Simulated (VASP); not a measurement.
# Zr (P6_3/mmc) in VASP: notebook

Runs on Zr. Level: r2SCAN. Tasks: single point.

Everything below comes from runs of VASP 6.6.1. Logs are shortened: lines on timing, memory, paths and dates and some standing lists are left out, and cuts for length are marked.

## 1. The cell of the first run

Symmetry: P6_3/mmc, No. 194, hexagonal system. The conventional cell has a = 3.246 Å, b = 3.246 Å, c = 5.150 Å, α = 90.00°, β = 90.00°, γ = 120.00°. Zr (site symmetry -6m2) has 12 Zr at 3.18 to 3.25 Å within 4.2 Å.

## 2. Single point, r2SCAN

The input, POSCAR:

```
Zr
1.0
    3.2463687174      0.0000000000      0.0000000000
    0.0000000000      5.1499875962      0.0000000000
    1.6231843587      0.0000000000      2.8114377793
Zr
2
Direct
    0.3333333333      0.7500000000      0.3333333333
    0.6666666667      0.2500000000      0.6666666667
```

The input, INCAR.step1:

```
SYSTEM = Zr
PREC = Accurate
ENCUT = 550
ISMEAR = 0
SIGMA = 0.1
LREAL = .False.
LASPH = .True.
NELM = 120
ISYM = 0
NBANDS = 19
GGA = PE
ALGO = Normal
EDIFF = 1E-5
LWAVE = .True.
LCHARG = .False.
GGA_COMPAT = .False.
```

The input, INCAR.step2:

```
SYSTEM = Zr
PREC = Accurate
ENCUT = 550
EDIFF = 1E-6
ISMEAR = 0
SIGMA = 0.1
LREAL = .False.
LASPH = .True.
NELM = 120
ALGO = Normal
ISIF = 2
LWAVE = .False.
LCHARG = .False.
METAGGA = R2SCAN
LMIXTAU = .True.
ISYM = 0
NBANDS = 19
ISTART = 1
GGA_COMPAT = .False.
```

The input, KPOINTS:

```
regular mesh
0
Gamma
  11 7 12
  0 0 0
```

Potentials or basis: VASP PAW PBE potentials, release 64 (Zr_sv).

Launch:

```bash
cat potpaw_PBE.64/Zr_sv/POTCAR > POTCAR
cp INCAR.step1 INCAR
mpirun -np 1 vasp_std > vasp.out
cp INCAR.step2 INCAR
mpirun -np 1 vasp_std > vasp.out
```

OUTCAR:

```text
SYSTEM = Zr
   PREC = Accurate
   ENCUT = 550
   EDIFF = 1E-6
   ISMEAR = 0
   LREAL = .False.
   LASPH = .True.
   NELM = 120
   ISIF = 2
   METAGGA = R2SCAN
   ISYM = 0
   ISTART = 1

 ion  position               nearest neighbor table
   1  0.333  0.750  0.333-   2 3.18   2 3.18   2 3.18   2 3.18   2 3.18   2 3.18
   2  0.667  0.250  0.667-   1 3.18   1 3.18   1 3.18   1 3.18   1 3.18   1 3.18

IMPORTANT INFORMATION: All symmetrisations will be switched off!
NOSYMM: (Re-)initialisation of all symmetry stuff for point group C_1.

----------------------------------------------------------------------------------------

                                     Primitive cell

  volume of cell :      47.0037

  direct lattice vectors                    reciprocal lattice vectors
     3.246368717  0.000000000  0.000000000     0.308036482  0.000000000 -0.177844946
     0.000000000  5.149987596  0.000000000     0.000000000  0.194175225  0.000000000
     1.623184359  0.000000000  2.811437779     0.000000000  0.000000000  0.355689892

  length of vectors
     3.246368717  5.149987596  3.246368717     0.355689892  0.194175225  0.355689892

  position of ions in fractional coordinates (direct lattice)
     0.333333333  0.750000000  0.333333333
     0.666666667  0.250000000  0.666666667

  ion indices of the primitive-cell ions
   primitive index   ion index
                 1           1
                 2           2

----------------------------------------------------------------------------------------

 KPOINTS: regular mesh

Automatic generation of k-mesh.
 Grid dimensions read from file:
 generate k-points for:   11    7   12

 Generating k-lattice:

  Cartesian coordinates                     Fractional coordinates (reciprocal lattice)
     0.028003317  0.000000000 -0.016167722     0.090909091  0.000000000  0.000000000
     0.000000000  0.027739318  0.000000000     0.000000000  0.142857143  0.000000000
     0.000000000  0.000000000  0.029640824     0.000000000  0.000000000  0.083333333

  Length of vectors
     0.032335445  0.027739318  0.029640824

  Shift w.r.t. Gamma in fractional coordinates (k-lattice)
     0.000000000  0.000000000  0.000000000

 -----------------------------------------------------------------------------
|                                                                             |
|           W    W    AA    RRRRR   N    N  II  N    N   GGGG   !!!           |
|           W    W   A  A   R    R  NN   N  II  NN   N  G    G  !!!           |
[... 68 lines left out ...]
   EDIFF  = 0.1E-05   stopping-criterion for ELM
   LREAL  =      F    real-space projection
   EDIFFG = 0.1E-04   stopping-criterion for IOM
   NSW    =      0    number of steps for IOM
   IBRION =     -1    ionic relax: 0-MD 1-quasi-New 2-CG
   NFREE  =      0    steps in history (QN), initial steepest desc. (CG)
   ISIF   =      2    stress and relaxation
   ISYM   =      0    0-nonsym 1-usesym 2-fastsym
   POTIM  = 0.5000    time-step for ionic-motion
   TEBEG  =    0.0;   TEEND  =   0.0 temperature during run
   PSTRESS=    0.0 pullay stress
   NELECT =      24.0000    total number of electrons
   NUPDOWN=      -1.0000    fix difference up-down
   EMIN   =  10.00;   EMAX   =-10.00  energy-range for DOS
   EFERMI =   0.00;   METHOD = LEGACY
   ISMEAR =     0;   SIGMA  =   0.10  broadening in eV -4-tet -1-fermi 0-gaus
   EFERMI_NEDOS =   21; number of points for ismear=-14 and -15
   IALGO  =     38    algorithm
   IMIX   =      4    mixing-type and parameters
     AMIX     =   0.40;   BMIX     =  1.00
     AMIX_MAG =   1.60;   BMIX_MAG =  1.00
  volume/ion in A,a.u.               =      23.50       158.60
  Fermi-wavevector in a.u.,A,eV,Ry     =   1.308482  2.472672 23.294876  1.712125
  Thomas-Fermi vector in A             =   2.439146
   LORBIT       =      0    0 simple, 1 ext, 2 COOP (PROOUT), +10 PAW based schemes
   METAGGA = R2SCAN    functional components
   LHFCALC =     F    Hartree Fock is set to
   AEXX    =    0.0000 exact exchange contribution
   IVDW    =     0    specifies the selected vdW correction
   LEPSILON=     F    determine dielectric tensor
   LRPA    =     F    only Hartree local field effects (RPA)
 non-spin polarized calculation
 Gauss-broadening in eV      SIGMA  =   0.10
  energy-cutoff  :      550.00
  volume of cell :       47.00
 maximum number of plane-waves:      1400
 NGX is ok and might be reduce to    28
   NGX = 13   NGY = 19   NGZ = 13

 number of electron      24.0000000 magnetization

 Free energy of the ion-electron system (eV)
  ---------------------------------------------------
  ext. energy  EPLUGINS =         0.00000000
  ---------------------------------------------------
  free energy    TOTEN  =       -45.50296713 eV

  energy without entropy =      -45.49356990  energy(sigma->0) =      -45.49826851

 E-fermi :   8.9452     XC(G=0): -11.9029

 val. band max:        8.9390851034   @ k =  -0.3636  -0.2857   0.2500
 cond. band min:       8.9473332091   @ k =  -0.3636   0.2857   0.3333
 fundamental gap:      0.0082481057
 Fermi energy:         8.9451844455

 k-point     1 :       0.0000    0.0000    0.0000
  band No.  band energies     occupation
      1     -41.6408      2.00000
      2     -41.4781      2.00000
      3     -19.4878      2.00000
      4     -18.5936      2.00000
      5     -18.5934      2.00000
      6     -18.4522      2.00000
[... 505 lines left out ...]
      6     -18.7552      2.00000
[... 11 lines left out ...]
     18      14.1675      0.00000
     19      14.3405      0.00000

 [... further k-points ...]

------------------------ aborting loop because EDIFF is reached ----------------------------------------

  FORCE on cell =-STRESS in cart. coord.  units (eV):
  Direction    XX          YY          ZZ          XY          YZ          ZX
  --------------------------------------------------------------------------------------
  -------------------------------------------------------------------------------------
  Total        0.0069248      0.0145896     -0.0107614      0.0000007      0.0000002     -0.0242231
  in kB        0.2360395      0.4973019     -0.3668150      0.0000233      0.0000075     -0.8256727
  external PRESSURE =       0.1221754 kB  Pullay stress =       0.0000000 kB

 VOLUME and BASIS-vectors are now :
 -----------------------------------------------------------------------------
  energy-cutoff  :      550.00
  volume of cell :       47.00
      direct lattice vectors                 reciprocal lattice vectors
     3.246368717  0.000000000  0.000000000     0.308036482  0.000000000 -0.177844946
     0.000000000  5.149987596  0.000000000     0.000000000  0.194175225  0.000000000
     1.623184359  0.000000000  2.811437779     0.000000000  0.000000000  0.355689892

 POSITION                                       TOTAL-FORCE (eV/Angst)
 -----------------------------------------------------------------------------------
      1.62318      3.86249      0.93715         0.002065      0.000000      0.004917
      3.24637      1.28750      1.87429        -0.002065     -0.000000     -0.004917
 -----------------------------------------------------------------------------------
    total drift:                                0.000004      0.000000      0.000002

  FREE ENERGIE OF THE ION-ELECTRON SYSTEM (eV)
  ---------------------------------------------------
  free  energy   TOTEN  =       -45.5029671319 eV

  energy  without entropy=      -45.4935698973  energy(sigma->0) =      -45.49826851
```

OSZICAR.step1:

```text
N       E                     dE             d eps       ncg     rms          rms(c)
DAV:   1     0.222411457841E+03    0.22241E+03   -0.13624E+04 17602   0.130E+03
DAV:   2    -0.142323703382E+01   -0.22383E+03   -0.21954E+03 20466   0.374E+02
DAV:   3    -0.173192320014E+02   -0.15896E+02   -0.15762E+02 31722   0.728E+01
DAV:   4    -0.177546841036E+02   -0.43545E+00   -0.43494E+00 20909   0.123E+01
DAV:   5    -0.177689683239E+02   -0.14284E-01   -0.14281E-01 26113   0.151E+00    0.141E+01
DAV:   6    -0.171580335133E+02    0.61093E+00   -0.95266E-01 19154   0.735E+00    0.550E+00
DAV:   7    -0.170377032035E+02    0.12033E+00   -0.60287E-01 24536   0.513E+00    0.112E+00
DAV:   8    -0.170438013675E+02   -0.60982E-02   -0.41064E-02 23320   0.148E+00    0.248E-01
DAV:   9    -0.170439253891E+02   -0.12402E-03   -0.15200E-03 22936   0.343E-01    0.326E-02
DAV:  10    -0.170438800176E+02    0.45371E-04   -0.37778E-05 19447   0.365E-02    0.235E-02
DAV:  11    -0.170438793952E+02    0.62242E-06   -0.87985E-06 11103   0.318E-02
   1 F= -.17043879E+02 E0= -.17038526E+02  d E =-.107072E-01
```

It took 15 min on 1 thread of Intel Xeon Platinum 8488C (Sapphire Rapids), shared host; peak memory 0.46 GiB.

What came out:

- Free energy: -45.5030 eV
- Pressure: 0.0 GPa
- Largest force: 0.005 eV/Å
- Band gap on the k mesh: zero (bands 12 and 13 overlap by 1.33 eV)

Forces in eV/Å, atoms in the order of the input:
```
Zr   0.002  0.000  0.005
Zr  -0.002  0.000 -0.005
```

Stress tensor (GPa, compression positive):
```
 0.02  0.00 -0.08
 0.00  0.05  0.00
-0.08  0.00 -0.04
```

Caveat: the PAW data sets were made with another functional, which shifts forces and pressure a little.

(Continued in part 2 of 2.)
